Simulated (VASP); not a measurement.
The system is K2S.

```
CELL_PARAMETERS angstrom
0.00000 3.70272 3.70272
3.70272 0.00000 3.70272
3.70272 3.70272 0.00000
ATOMIC_POSITIONS crystal
K 0.25000 0.25000 0.25000
K 0.75000 0.75000 0.75000
S 0.00000 0.00000 0.00000
```

Base run:

| Property | Result |
| --- | --- |
| Program | VASP 6.6.1 |
| Functional | r2SCAN |
| Potentials or basis | VASP PAW PBE potentials, release 64 (K_sv, S) |
| Cutoff | 550 eV |
| k mesh | 4 × 4 × 4 |
| Occupations | gaussian, width 0.01 eV |
| Spin | no spin polarisation |

Its results: band gap on the k mesh 2.76 eV (least direct gap 2.95 eV); pressure 0.0 GPa.

Q: The run is repeated on the same cell with these changes: functional from r2SCAN to HSE06; cutoff from 550 eV to 400 eV. What comes out?

A: Band gap on the k mesh 3.31 eV (least direct gap 3.49 eV); pressure 0.2 GPa.

Caveats: the PAW data sets were made with another functional, which shifts forces and pressure a little.

A k mesh can miss the band edges.
